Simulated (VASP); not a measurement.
# Ce (Im-3m) in VASP: single point with PBE

Aim: the single point of Ce with PBE.

Program: VASP 6.6.1. These are calculated values, not measurements. Logs are shortened: lines on timing, memory, paths and dates and some standing lists are left out, and cuts for length are marked.

## 1. The cell of the first run

Symmetry: Im-3m, No. 229, cubic system. The conventional cell has a = 3.853 Å, b = 3.853 Å, c = 3.853 Å, α = 90.00°, β = 90.00°, γ = 90.00°. Within 4.4 Å of Ce (site symmetry m-3m) lie 14 Ce at 3.34 to 3.85 Å.

This isn't the form of Ce at room conditions, which is fcc.

## 2. Single point, PBE

INCAR

```
SYSTEM = Ce
PREC     = Accurate       ! precision mode
ENCUT    = 520            ! plane-wave cutoff, eV
EDIFF    = 1E-6           ! SCF threshold, eV
ISMEAR   = -1             ! smearing method
SIGMA    = 0.13605693000000002 ! smearing width, eV
LREAL    = .FALSE.        ! projectors in reciprocal space
LASPH    = .TRUE.         ! aspherical terms in the spheres
NELM     = 60             ! most SCF steps
ALGO     = Normal         ! electronic algorithm
ISIF     = 2              ! what is computed and relaxed
LWAVE    = .FALSE.        ! write WAVECAR
LCHARG   = .FALSE.        ! write CHGCAR
GGA      = PE             ! functional
NBANDS   = 12             ! bands
```

KPOINTS

```
Automatic mesh
0
G
  12 12 12
  0 0 0
```

POSCAR

```
Ce
1.0
   -1.9264985240      1.9264985240      1.9264985240
    1.9264985240     -1.9264985240      1.9264985240
    1.9264985240      1.9264985240     -1.9264985240
Ce
1
Direct
    0.0000000000      0.0000000000      0.0000000000
```

Potentials or basis: VASP PAW PBE potentials, release 64 (Ce).

On the command line:

```bash
cat potpaw_PBE.64/Ce/POTCAR > POTCAR
mpirun -np 1 vasp_std > vasp.out
```

OUTCAR:

```text
SYSTEM = Ce
   PREC = Accurate
   ENCUT = 520
   EDIFF = 1E-6
   ISMEAR = -1
   LREAL = .FALSE.
   LASPH = .TRUE.
   NELM = 60
   ISIF = 2
   GGA = PE

 ion  position               nearest neighbor table
   1  0.000  0.000  0.000-

  LATTYP: Found a body centered cubic cell.
 ALAT       =     3.8529970480

  Lattice vectors:

 A1 = (  -1.9264985240,   1.9264985240,   1.9264985240)
 A2 = (   1.9264985240,  -1.9264985240,   1.9264985240)
 A3 = (   1.9264985240,   1.9264985240,  -1.9264985240)

Analysis of symmetry for initial positions (statically):
=====================================================================
 Subroutine PRICEL returns:
 Original cell was already a primitive cell.

 Routine SETGRP: Setting up the symmetry group for a
 body centered cubic supercell.

 Subroutine GETGRP returns: Found 48 space group operations
 (whereof 48 operations were pure point group operations)
 out of a pool of 48 trial point group operations.

The static configuration has the point symmetry O_h .

Analysis of symmetry for dynamics (positions and initial velocities):
=====================================================================
 Subroutine PRICEL returns:
 Original cell was already a primitive cell.

 Routine SETGRP: Setting up the symmetry group for a
 body centered cubic supercell.

 Subroutine GETGRP returns: Found 48 space group operations
 (whereof 48 operations were pure point group operations)
 out of a pool of 48 trial point group operations.

The dynamic configuration has the point symmetry O_h .

 Subroutine INISYM returns: Found 48 space group operations
 (whereof 48 operations are pure point group operations),
 and found     1 'primitive' translations

----------------------------------------------------------------------------------------

                                     Primitive cell

  volume of cell :      28.6000

  direct lattice vectors                    reciprocal lattice vectors
    -1.926498524  1.926498524  1.926498524     0.000000000  0.259538221  0.259538221
     1.926498524 -1.926498524  1.926498524     0.259538221  0.000000000  0.259538221
     1.926498524  1.926498524 -1.926498524     0.259538221  0.259538221  0.000000000

  length of vectors
     3.336793324  3.336793324  3.336793324     0.367042472  0.367042472  0.367042472

  position of ions in fractional coordinates (direct lattice)
     0.000000000  0.000000000  0.000000000

  ion indices of the primitive-cell ions
[... 75 lines left out ...]
   LREAL  =      F    real-space projection
   EDIFFG = 0.1E-04   stopping-criterion for IOM
   NSW    =      0    number of steps for IOM
   IBRION =     -1    ionic relax: 0-MD 1-quasi-New 2-CG
   NFREE  =      0    steps in history (QN), initial steepest desc. (CG)
   ISIF   =      2    stress and relaxation
   ISYM   =      2    0-nonsym 1-usesym 2-fastsym
   POTIM  = 0.5000    time-step for ionic-motion
   TEBEG  =    0.0;   TEEND  =   0.0 temperature during run
   PSTRESS=    0.0 pullay stress
   NELECT =      12.0000    total number of electrons
   NUPDOWN=      -1.0000    fix difference up-down
   EMIN   =  10.00;   EMAX   =-10.00  energy-range for DOS
   EFERMI =   0.00;   METHOD = LEGACY
   ISMEAR =    -1;   SIGMA  =   0.14  broadening in eV -4-tet -1-fermi 0-gaus
   EFERMI_NEDOS =   21; number of points for ismear=-14 and -15
   IALGO  =     38    algorithm
   IMIX   =      4    mixing-type and parameters
     AMIX     =   0.40;   BMIX     =  1.00
     AMIX_MAG =   1.60;   BMIX_MAG =  1.00
  volume/ion in A,a.u.               =      28.60       193.00
  Fermi-wavevector in a.u.,A,eV,Ry     =   1.225594  2.316037 20.437043  1.502080
  Thomas-Fermi vector in A             =   2.360626
   LORBIT       =      0    0 simple, 1 ext, 2 COOP (PROOUT), +10 PAW based schemes
   GGA     = PE    functional components
[... 5 lines left out ...]
 non-spin polarized calculation
  energy-cutoff  :      520.00
  volume of cell :       28.60
 maximum number of plane-waves:       784
 NGX is ok and might be reduce to    28
   NGX = 13   NGY = 13   NGZ = 13

 number of electron      12.0000000 magnetization

 Free energy of the ion-electron system (eV)
  ---------------------------------------------------
  ext. energy  EPLUGINS =         0.00000000
  ---------------------------------------------------
  free energy    TOTEN  =        -5.84003929 eV

  energy without entropy =       -5.53385817  energy(sigma->0) =       -5.68694873

 E-fermi :   8.5066     XC(G=0): -10.9106

 val. band max:        8.5031431111   @ k =   0.2500   0.0000   0.0000
 cond. band min:       8.5068345706   @ k =  -0.2500   0.2500   0.2500
 fundamental gap:      0.0036914595
 Fermi energy:         8.5065511858

 k-point     1 :       0.0000    0.0000    0.0000
  band No.  band energies     occupation
      1     -26.1093      2.00000
      2      -7.5832      2.00000
      3      -7.5832      2.00000
      4      -7.5832      2.00000
      5       5.5211      2.00000
      6       8.7059      0.37529
      7       8.7059      0.37529
      8       8.7059      0.37529
      9       9.4924      0.00143
     10       9.4924      0.00143
     11       9.4924      0.00143
     12       9.7205      0.00027
[... 331 lines left out ...]
 k-point    24 :       0.4167    0.0833    0.0833
  band No.  band energies     occupation
      1     -25.6738      2.00000
      2      -9.7778      2.00000
      3      -8.4466      2.00000
      4      -7.8066      2.00000
      5       7.0183      1.99996
      6       8.2004      1.80936
      7       8.9219      0.09021
      8       8.9855      0.05749
      9       9.1265      0.02077
     10       9.3307      0.00467
     11       9.4200      0.00243
     12       9.4257      0.00233

 [... further k-points ...]

------------------------ aborting loop because EDIFF is reached ----------------------------------------

  FORCE on cell =-STRESS in cart. coord.  units (eV):
  Direction    XX          YY          ZZ          XY          YZ          ZX
  --------------------------------------------------------------------------------------
  -------------------------------------------------------------------------------------
  Total       -0.0027661     -0.0027661     -0.0027661      0.0000000      0.0000000      0.0000000
  in kB       -0.1549558     -0.1549558     -0.1549558      0.0000000      0.0000000      0.0000000
  external PRESSURE =      -0.1549558 kB  Pullay stress =       0.0000000 kB

 VOLUME and BASIS-vectors are now :
 -----------------------------------------------------------------------------
  energy-cutoff  :      520.00
  volume of cell :       28.60
      direct lattice vectors                 reciprocal lattice vectors
    -1.926498524  1.926498524  1.926498524     0.000000000  0.259538221  0.259538221
     1.926498524 -1.926498524  1.926498524     0.259538221  0.000000000  0.259538221
     1.926498524  1.926498524 -1.926498524     0.259538221  0.259538221  0.000000000

 POSITION                                       TOTAL-FORCE (eV/Angst)
 -----------------------------------------------------------------------------------
      0.00000      0.00000      0.00000        -0.000000     -0.000000     -0.000000
 -----------------------------------------------------------------------------------
    total drift:                                0.000000     -0.000000     -0.000000

  FREE ENERGIE OF THE ION-ELECTRON SYSTEM (eV)
  ---------------------------------------------------
  free  energy   TOTEN  =        -5.8400392899 eV

  energy  without entropy=       -5.5338581672  energy(sigma->0) =       -5.68694873
```

OSZICAR:

```text
N       E                     dE             d eps       ncg     rms          rms(c)
DAV:   1     0.978581920180E+02    0.97858E+02   -0.51550E+03  1736   0.126E+03
DAV:   2    -0.240715007931E-02   -0.97861E+02   -0.92307E+02  2236   0.185E+02
DAV:   3    -0.609132987384E+01   -0.60889E+01   -0.57758E+01  1988   0.699E+01
DAV:   4    -0.641564150863E+01   -0.32431E+00   -0.29137E+00  3252   0.118E+01
DAV:   5    -0.642296175807E+01   -0.73202E-02   -0.72998E-02  2636   0.184E+00    0.757E+00
DAV:   6    -0.714286224811E+01   -0.71990E+00   -0.19329E+01  2768   0.211E+01    0.111E+01
DAV:   7    -0.597812768233E+01    0.11647E+01   -0.94881E+00  2960   0.213E+01    0.419E+00
DAV:   8    -0.583738436009E+01    0.14074E+00   -0.12065E+00  2760   0.657E+00    0.581E-01
DAV:   9    -0.583897360128E+01   -0.15892E-02   -0.36106E-02  2836   0.126E+00    0.246E-01
DAV:  10    -0.583992831834E+01   -0.95472E-03   -0.54568E-03  3004   0.387E-01    0.145E-01
DAV:  11    -0.584004446467E+01   -0.11615E-03   -0.78405E-04  3012   0.221E-01    0.588E-02
DAV:  12    -0.584004779544E+01   -0.33308E-05   -0.20386E-04  2996   0.950E-02    0.326E-02
DAV:  13    -0.584003930746E+01    0.84880E-05   -0.40202E-05  2972   0.462E-02    0.265E-03
DAV:  14    -0.584003928987E+01    0.17590E-07   -0.87247E-07  1580   0.448E-03
   1 F= -.58400393E+01 E0= -.56869487E+01  d E =-.306181E+00
```

Wall time 75 s (1 thread of Intel Xeon 8259CL, shared host); peak memory 0.19 GiB.

Results:

```
Free energy            : -5.8400 eV
Pressure               : 0.0 GPa
Band gap on the k mesh : zero (bands 6 and 7 overlap by 0.79 eV)
```

Caveat: spin-orbit coupling is left out, which moves the levels of the heavy elements; semilocal functionals describe open f shells poorly, which spoils levels, moments and volumes. Spin polarisation is off, so any magnetic state and its effect on volume and gap are missing.
